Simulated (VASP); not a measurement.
# Ba (P6/mmm) in VASP: further runs

Ba is run at these levels: PBEsol; tasks: single point.

All numbers are computed with VASP 6.6.1; they aren't measurements. Logs are shortened: lines on timing, memory, paths and dates and some standing lists are left out, and cuts for length are marked.

## 1. The cell of the first run

Symmetry: P6/mmm, No. 191, hexagonal system. The conventional cell has a = 6.989 Å, b = 6.989 Å, c = 4.160 Å, α = 90.00°, β = 90.00°, γ = 120.00°. Ba (site symmetry 6/mmm) has 14 Ba at 4.16 to 4.54 Å within 5.5 Å. Ba (site symmetry -6m2) has 11 Ba at 4.03 to 4.54 Å within 5.3 Å.

This isn't the form of Ba at room conditions, which is bcc.

## 2. Single point, PBEsol

File INCAR:

```
SYSTEM = Ba
  ALGO = Normal
  EDIFF = 1E-6
  ENCUT = 520
  GGA = PS
  ISIF = 2
  ISMEAR = -1
  LASPH = .TRUE.
  LCHARG = .TRUE.
  LELF = .TRUE.
  LREAL = .FALSE.
  LVHAR = .TRUE.
  LWAVE = .FALSE.
  NBANDS = 22
  NELM = 100
  PREC = Accurate
  SIGMA = 0.1
```

File KPOINTS:

```
k-points
0
G
  5 5 7
  0 0 0
```

File POSCAR:

```
Ba
1.0
    6.9887155900      0.0000000000      0.0000000000
   -3.4943577950      6.0524052408      0.0000000000
    0.0000000000      0.0000000000      4.1597447393
Ba
3
Direct
    0.0000000000      0.0000000000      1.0000000000
    0.3333333333      0.6666666667      0.5000000000
    0.6666666667      0.3333333333      0.5000000000
```

Potentials or basis: VASP PAW PBE potentials, release 64 (Ba_sv).

Command:

```bash
cat potpaw_PBE.64/Ba_sv/POTCAR > POTCAR
mpirun -np 1 vasp_std > vasp.out
```

OUTCAR:

```text
SYSTEM = Ba
   EDIFF = 1E-6
   ENCUT = 520
   GGA = PS
   ISIF = 2
   ISMEAR = -1
   LASPH = .TRUE.
   LREAL = .FALSE.
   NELM = 100
   PREC = Accurate

 ion  position               nearest neighbor table
   1  0.000  0.000  0.000-   2 4.54   3 4.54   2 4.54   3 4.54   3 4.54   3 4.54   2 4.54   2 4.54
                             3 4.54   3 4.54   2 4.54   2 4.54
   2  0.333  0.667  0.500-   3 4.03   3 4.03   3 4.03   1 4.54   1 4.54   1 4.54   1 4.54   1 4.54
                             1 4.54
   3  0.667  0.333  0.500-   2 4.03   2 4.03   2 4.03   1 4.54   1 4.54   1 4.54   1 4.54   1 4.54
                             1 4.54

  LATTYP: Found a hexagonal cell.
 ALAT       =     6.9887155900
 C/A-ratio  =     0.5952087599

  Lattice vectors:

 A1 = (   6.9887155900,   0.0000000000,   0.0000000000)
 A2 = (  -3.4943577950,   6.0524052408,   0.0000000000)
 A3 = (   0.0000000000,   0.0000000000,   4.1597447393)

Analysis of symmetry for initial positions (statically):
=====================================================================
 Subroutine PRICEL returns:
 Original cell was already a primitive cell.

 Routine SETGRP: Setting up the symmetry group for a
 hexagonal supercell.

 Subroutine GETGRP returns: Found 24 space group operations
 (whereof 24 operations were pure point group operations)
 out of a pool of 24 trial point group operations.

The static configuration has the point symmetry D_6h.

Analysis of symmetry for dynamics (positions and initial velocities):
=====================================================================
 Subroutine PRICEL returns:
 Original cell was already a primitive cell.

 Routine SETGRP: Setting up the symmetry group for a
 hexagonal supercell.

 Subroutine GETGRP returns: Found 24 space group operations
 (whereof 24 operations were pure point group operations)
 out of a pool of 24 trial point group operations.

The dynamic configuration has the point symmetry D_6h.

 Subroutine INISYM returns: Found 24 space group operations
 (whereof 24 operations are pure point group operations),
 and found     1 'primitive' translations

----------------------------------------------------------------------------------------

                                     Primitive cell

  volume of cell :     175.9511

  direct lattice vectors                    reciprocal lattice vectors
     6.988715590  0.000000000  0.000000000     0.143087809  0.082611785  0.000000000
    -3.494357795  6.052405241  0.000000000     0.000000000  0.165223570  0.000000000
     0.000000000  0.000000000  4.159744739     0.000000000  0.000000000  0.240399366

  length of vectors
     6.988715590  6.988715590  4.159744739     0.165223570  0.165223570  0.240399366

  position of ions in fractional coordinates (direct lattice)
     0.000000000  0.000000000  0.000000000
     0.333333333  0.666666667  0.500000000
     0.666666667  0.333333333  0.500000000

  ion indices of the primitive-cell ions
   primitive index   ion index
                 1           1
                 2           2
                 3           3

----------------------------------------------------------------------------------------

 KPOINTS: k-points

Automatic generation of k-mesh.
 Grid dimensions read from file:
 generate k-points for:    5    5    7

 Generating k-lattice:

  Cartesian coordinates                     Fractional coordinates (reciprocal lattice)
     0.028617562  0.016522357  0.000000000     0.200000000 -0.000000000  0.000000000
     0.000000000  0.033044714  0.000000000     0.000000000  0.200000000  0.000000000
     0.000000000  0.000000000  0.034342767     0.000000000  0.000000000  0.142857143

  Length of vectors
     0.033044714  0.033044714  0.034342767

  Shift w.r.t. Gamma in fractional coordinates (k-lattice)
     0.000000000  0.000000000  0.000000000

 Subroutine IBZKPT returns following result:
 ===========================================

 Found     20 irreducible k-points:

 Following reciprocal coordinates:
            Coordinates               Weight
  0.000000  0.000000  0.000000      1.000000
  0.200000  0.000000  0.000000      6.000000
  0.400000  0.000000  0.000000      6.000000
  0.200000  0.200000  0.000000      6.000000
  0.400000  0.200000  0.000000      6.000000
  0.000000  0.000000  0.142857      2.000000
[... 12 lines left out ...]
  0.200000  0.200000  0.428571     12.000000
  0.400000  0.200000  0.428571     12.000000
   k-points           NKPTS =     20   k-points in BZ     NKDIM =     20   number of bands    NBANDS=     22
   number of dos      NEDOS =    301   number of ions     NIONS =      3
   total plane-waves  NPLWV =  93312
   dimension x,y,z NGX =    54 NGY =   54 NGZ =   32
   dimension x,y,z NGXF=   108 NGYF=  108 NGZF=   64
   ions per type =               3
   NGX,Y,Z   is equivalent  to a cutoff of  12.85, 12.85, 12.79 a.u.
   NGXF,Y,Z  is equivalent  to a cutoff of  25.69, 25.69, 25.58 a.u.
 SYSTEM =  Ba
   PREC   = accura    normal or accurate (medium, high low for compatibility)
   ISTART =      0    job   : 0-new  1-cont  2-samecut
   ICHARG =      2    charge: 1-file 2-atom 10-const
   ISPIN  =      1    spin polarized calculation?
   LNONCOLLINEAR =      F non collinear calculations
   LSORBIT =      F    spin-orbit coupling
   LASPH  =      T    aspherical Exc in radial PAW
   ENCUT  =  520.0 eV  38.22 Ry    6.18 a.u.  12.99 12.99  7.73*2*pi/ulx,y,z
   NELM   =    100;   NELMIN=  2; NELMDL= -5     # of ELM steps
   EDIFF  = 0.1E-05   stopping-criterion for ELM
   LREAL  =      F    real-space projection
   EDIFFG = 0.1E-04   stopping-criterion for IOM
   NSW    =      0    number of steps for IOM
   IBRION =     -1    ionic relax: 0-MD 1-quasi-New 2-CG
   NFREE  =      0    steps in history (QN), initial steepest desc. (CG)
   ISIF   =      2    stress and relaxation
   ISYM   =      2    0-nonsym 1-usesym 2-fastsym
   POTIM  = 0.5000    time-step for ionic-motion
   TEBEG  =    0.0;   TEEND  =   0.0 temperature during run
   PSTRESS=    0.0 pullay stress
   NELECT =      30.0000    total number of electrons
   NUPDOWN=      -1.0000    fix difference up-down
   EMIN   =  10.00;   EMAX   =-10.00  energy-range for DOS
   EFERMI =   0.00;   METHOD = LEGACY
   ISMEAR =    -1;   SIGMA  =   0.10  broadening in eV -4-tet -1-fermi 0-gaus
   EFERMI_NEDOS =   21; number of points for ismear=-14 and -15
   IALGO  =     38    algorithm
   IMIX   =      4    mixing-type and parameters
     AMIX     =   0.40;   BMIX     =  1.00
     AMIX_MAG =   1.60;   BMIX_MAG =  1.00
  volume/ion in A,a.u.               =      58.65       395.79
  Fermi-wavevector in a.u.,A,eV,Ry     =   0.907788  1.715471 11.212283  0.824080
  Thomas-Fermi vector in A             =   2.031637
   LORBIT       =      0    0 simple, 1 ext, 2 COOP (PROOUT), +10 PAW based schemes
   GGA     = PS    functional components
   LHFCALC =     F    Hartree Fock is set to
   AEXX    =    0.0000 exact exchange contribution
   IVDW    =     0    specifies the selected vdW correction
   LEPSILON=     F    determine dielectric tensor
   LRPA    =     F    only Hartree local field effects (RPA)
 non-spin polarized calculation
  energy-cutoff  :      520.00
  volume of cell :      175.95
 maximum number of plane-waves:      4755
 NGX is ok and might be reduce to    54
   NGX = 25   NGY = 25   NGZ = 15

 number of electron      30.0000006 magnetization

 Free energy of the ion-electron system (eV)
  ---------------------------------------------------
  ext. energy  EPLUGINS =         0.00000000
  ---------------------------------------------------
  free energy    TOTEN  =        -6.37337249 eV

  energy without entropy =       -6.18913153  energy(sigma->0) =       -6.28125201

 E-fermi :   1.7874     XC(G=0):  -7.7382

 val. band max:        1.7818930157   @ k =   0.2000   0.0000   0.1429
 cond. band min:       1.7886743247   @ k =   0.4000   0.2000   0.4286
 fundamental gap:      0.0067813090
 Fermi energy:         1.7873915894

 k-point     1 :       0.0000    0.0000    0.0000
  band No.  band energies     occupation
      1     -27.0001      2.00000
      2     -26.9255      2.00000
      3     -26.8529      2.00000
      4     -12.3767      2.00000
      5     -12.3767      2.00000
      6     -12.1616      2.00000
[... 14 lines left out ...]
     21       4.0151      0.00000
     22       4.0151      0.00000

 k-point     2 :       0.2000    0.0000    0.0000
  band No.  band energies     occupation
      1     -26.9932      2.00000
      2     -26.9315      2.00000
      3     -26.8539      2.00000
      4     -12.4220      2.00000
      5     -12.3796      2.00000
      6     -12.0981      2.00000
[... 14 lines left out ...]
     21       3.6472      0.00000
     22       4.2786      0.00000

 k-point     3 :       0.4000    0.0000    0.0000
  band No.  band energies     occupation
      1     -26.9774      2.00000
      2     -26.9458      2.00000
      3     -26.8558      2.00000
      4     -12.4724      2.00000
      5     -12.3172      2.00000
      6     -12.0966      2.00000
[... 14 lines left out ...]
     21       3.2421      0.00000
     22       4.0465      0.00000

 k-point     4 :       0.2000    0.2000    0.0000
  band No.  band energies     occupation
      1     -26.9814      2.00000
      2     -26.9420      2.00000
      3     -26.8555      2.00000
      4     -12.4406      2.00000
      5     -12.3672      2.00000
      6     -12.0672      2.00000
[... 14 lines left out ...]
     21       3.1941      0.00000
     22       4.2529      0.00000

 k-point     5 :       0.4000    0.2000    0.0000
  band No.  band energies     occupation
      1     -26.9684      2.00000
      2     -26.9541      2.00000
      3     -26.8566      2.00000
      4     -12.4485      2.00000
      5     -12.2969      2.00000
      6     -12.2004      2.00000
[... 14 lines left out ...]
     21       3.1699      0.00000
     22       4.1716      0.00000

 k-point     6 :       0.0000    0.0000    0.1429
  band No.  band energies     occupation
      1     -26.9932      2.00000
      2     -26.9197      2.00000
      3     -26.8474      2.00000
      4     -12.3649      2.00000
      5     -12.3649      2.00000
      6     -12.1374      2.00000
[... 14 lines left out ...]
     21       3.9355      0.00000
     22       3.9355      0.00000

 k-point     7 :       0.2000    0.0000    0.1429
  band No.  band energies     occupation
      1     -26.9865      2.00000
      2     -26.9256      2.00000
      3     -26.8482      2.00000
      4     -12.4044      2.00000
      5     -12.3641      2.00000
      6     -12.0887      2.00000
[... 224 lines left out ...]
      6     -12.3163      2.00000
[... 14 lines left out ...]
     21       3.9994      0.00000
     22       3.9994      0.00000

 k-point    17 :       0.2000    0.0000    0.4286
  band No.  band energies     occupation
      1     -26.9593      2.00000
      2     -26.9015      2.00000
      3     -26.8251      2.00000
      4     -12.4011      2.00000
      5     -12.3315      2.00000
      6     -12.3308      2.00000
[... 14 lines left out ...]
     21       3.7811      0.00000
     22       3.8956      0.00000

 k-point    18 :       0.4000    0.0000    0.4286
  band No.  band energies     occupation
      1     -26.9458      2.00000
      2     -26.9151      2.00000
      3     -26.8252      2.00000
      4     -12.3980      2.00000
      5     -12.3808      2.00000
      6     -12.3520      2.00000
[... 14 lines left out ...]
     21       3.7062      0.00000
     22       3.7743      0.00000

 k-point    19 :       0.2000    0.2000    0.4286
  band No.  band energies     occupation
      1     -26.9491      2.00000
      2     -26.9117      2.00000
      3     -26.8252      2.00000
      4     -12.4188      2.00000
      5     -12.3923      2.00000
      6     -12.3063      2.00000
[... 14 lines left out ...]
     21       3.5106      0.00000
     22       4.0011      0.00000

 k-point    20 :       0.4000    0.2000    0.4286
  band No.  band energies     occupation
      1     -26.9376      2.00000
      2     -26.9233      2.00000
      3     -26.8252      2.00000
      4     -12.4534      2.00000
      5     -12.3808      2.00000
      6     -12.3336      2.00000
[... 14 lines left out ...]
     21       3.7040      0.00000
     22       3.8882      0.00000

------------------------ aborting loop because EDIFF is reached ----------------------------------------

  FORCE on cell =-STRESS in cart. coord.  units (eV):
  Direction    XX          YY          ZZ          XY          YZ          ZX
  --------------------------------------------------------------------------------------
  -------------------------------------------------------------------------------------
  Total        0.0712141      0.0712141      0.0878186      0.0000000      0.0000000      0.0000000
  in kB        0.6484620      0.6484620      0.7996593      0.0000000      0.0000000      0.0000000
  external PRESSURE =       0.6988611 kB  Pullay stress =       0.0000000 kB

 VOLUME and BASIS-vectors are now :
 -----------------------------------------------------------------------------
  energy-cutoff  :      520.00
  volume of cell :      175.95
      direct lattice vectors                 reciprocal lattice vectors
     6.988715590  0.000000000  0.000000000     0.143087809  0.082611785  0.000000000
    -3.494357795  6.052405241  0.000000000     0.000000000  0.165223570  0.000000000
     0.000000000  0.000000000  4.159744739     0.000000000  0.000000000  0.240399366

 POSITION                                       TOTAL-FORCE (eV/Angst)
 -----------------------------------------------------------------------------------
      0.00000      0.00000      0.00000        -0.000000      0.000000      0.000000
     -0.00000      4.03494      2.07987        -0.000000      0.000000      0.000000
      3.49436      2.01747      2.07987         0.000000     -0.000000     -0.000000
 -----------------------------------------------------------------------------------
    total drift:                               -0.000000      0.000000      0.000000

  FREE ENERGIE OF THE ION-ELECTRON SYSTEM (eV)
  ---------------------------------------------------
  free  energy   TOTEN  =        -6.3733724943 eV

  energy  without entropy=       -6.1891315273  energy(sigma->0) =       -6.28125201
```

Run time: 2.1 min. Hardware: 1 thread of Oxide Virtual Turin-like, shared host; peak memory 0.27 GiB.

What came out:

| Property | Result |
| --- | --- |
| Free energy | -6.3734 eV |
| Pressure | 0.1 GPa |
| Band gap on the k mesh | zero (bands 15 and 16 overlap by 0.67 eV) |

Levels at points of the mesh, in eV from the Fermi level:
```tsv
k point	band 11	band 12	band 13	band 14	band 15	band 16	band 17	band 18	band 19	band 20
(0.00, 0.00, 0.00)	-13.63	-13.60	-2.81	-0.39	0.57	0.57	0.62	0.63	0.63	1.53
```

Caveat: the PAW data sets were made with another functional, which shifts forces and pressure a little; spin-orbit coupling is left out, which moves the levels of the heavy elements.

## 3. Single point, PBEsol (51.61 Å³/atom)

This run uses another cell than the first one, of 51.61 Å³/atom.

File INCAR:

```
PREC     = Accurate       # precision mode
ENCUT    = 520            # plane-wave cutoff, eV
EDIFF    = 1E-6           # SCF threshold, eV
ISMEAR   = -1             # smearing method
SIGMA    = 0.1            # smearing width, eV
LREAL    = False          # projectors in reciprocal space
LASPH    = True           # aspherical terms in the spheres
NELM     = 80             # most SCF steps
ALGO     = Normal         # electronic algorithm
ISIF     = 2              # what is computed and relaxed
LWAVE    = False          # write WAVECAR
LCHARG   = True           # write CHGCAR
GGA      = PS             # functional
LELF     = True           # ELF
LVHAR    = True         
NBANDS   = 22             # bands
```

File KPOINTS:

```
regular mesh
0
Gamma
  7 7 10
```

File POSCAR:

```
Ba
1.0
    6.6971741307      0.0000000000      0.0000000000
   -3.3485870653      5.7999229308      0.0000000000
    0.0000000000      0.0000000000      3.9862167088
Ba
3
Direct
    0.0000000000      0.0000000000      1.0000000000
    0.3333333333      0.6666666667      0.5000000000
    0.6666666667      0.3333333333      0.5000000000
```

Potentials or basis: VASP PAW PBE potentials, release 64 (Ba_sv).

Command:

```bash
cat potpaw_PBE.64/Ba_sv/POTCAR > POTCAR
mpirun -np 1 vasp_std > vasp.out
```

It took 4.4 min on 1 thread of Oxide Virtual Turin-like, shared host; peak memory 0.29 GiB.

Results (log left out):

| Property | Result |
| --- | --- |
| Free energy | -6.2868 eV |
| Pressure | 1.4 GPa |
| Band gap on the k mesh | zero (bands 15 and 16 overlap by 0.93 eV) |

Levels at points of the mesh, in eV from the Fermi level:
```csv
k point,band 12,band 13,band 14,band 15,band 16,band 17,band 18,band 19
"(0.00, 0.00, 0.00)",-13.28,-2.82,-0.50,0.74,0.77,0.77,0.81,0.81
"(0.00, 0.00, 0.50)",-13.45,-0.66,-0.66,-0.39,-0.19,-0.19,0.25,1.77
```

Caveat: the PAW data sets were made with another functional, which shifts forces and pressure a little; spin-orbit coupling is left out, which moves the levels of the heavy elements.

## 4. Single point, PBEsol (53.96 Å³/atom)

This run uses another cell than the first one, of 53.96 Å³/atom.

File INCAR:

```
SYSTEM = Ba
ALGO = Normal ; EDIFF = 1E-6
ENCUT = 520 ; GGA = PS
ISIF = 2 ; ISMEAR = -1
LASPH = .True. ; LCHARG = .True.
LELF = .True. ; LREAL = .False.
LVHAR = .True. ; LWAVE = .False.
NBANDS = 22 ; NELM = 80
PREC = Accurate ; SIGMA = 0.1
```

File KPOINTS:

```
k-points
0
Gamma
  7 7 10
  0 0 0
```

File POSCAR:

```
Ba
1.0
    6.7971466925      0.0000000000      0.0000000000
   -3.3985733462      5.8865017090      0.0000000000
    0.0000000000      0.0000000000      4.0457212534
Ba
3
Direct
    0.0000000000      0.0000000000      1.0000000000
    0.3333333333      0.6666666667      0.5000000000
    0.6666666667      0.3333333333      0.5000000000
```

Command:

```bash
cat potpaw_PBE.64/Ba_sv/POTCAR > POTCAR
mpirun -np 1 vasp_std > vasp.out
```

Wall time 5 min (1 thread of Oxide Virtual Turin-like, shared host); peak memory 0.32 GiB.

It converged, with:

* Free energy: -6.3364 eV
* Pressure: 0.9 GPa
* Band gap on the k mesh: zero (bands 15 and 16 overlap by 0.86 eV)

Levels at points of the mesh, in eV from the Fermi level:
| k point | band 11 | band 12 | band 13 | band 14 | band 15 | band 16 | band 17 | band 18 | band 19 | band 20 |
| --- | --- | --- | --- | --- | --- | --- | --- | --- | --- | --- |
| (0.00, 0.00, 0.00) | -13.44 | -13.40 | -2.82 | -0.46 | 0.69 | 0.69 | 0.70 | 0.74 | 0.74 | 1.61 |
| (0.00, 0.00, 0.50) | -13.54 | -13.54 | -0.59 | -0.59 | -0.47 | -0.16 | -0.16 | 0.15 | 1.72 | 1.72 |

Caveat: the PAW data sets were made with another functional, which shifts forces and pressure a little; spin-orbit coupling is left out, which moves the levels of the heavy elements.

## 5. Overview

```csv
cell,k mesh,gap on the mesh (eV),pressure (GPa)
"a = 6.989, b = 6.989, c = 4.160 Å, angles 90.0, 90.0, 120.0°, 3 atoms",5 × 5 × 7,none,0.1
"a = 6.697, b = 6.697, c = 3.986 Å, angles 90.0, 90.0, 120.0°, 3 atoms",7 × 7 × 10,none,1.4
"a = 6.797, b = 6.797, c = 4.046 Å, angles 90.0, 90.0, 120.0°, 3 atoms",7 × 7 × 10,none,0.9
```

Alike in all rows: task single point; level PBEsol; potentials or basis VASP PAW PBE potentials, release 64 (Ba_sv); no spin polarisation; cutoff (eV) 520; smearing fermi-dirac 0.1 eV.

Caveats: the PAW data sets were made with another functional, which shifts forces and pressure a little; spin-orbit coupling is left out, which moves the levels of the heavy elements.

Absolute energies hang on the potentials; compare differences alone.

The gap in the log of VASP goes by the Fermi energy; the results here count the filled bands.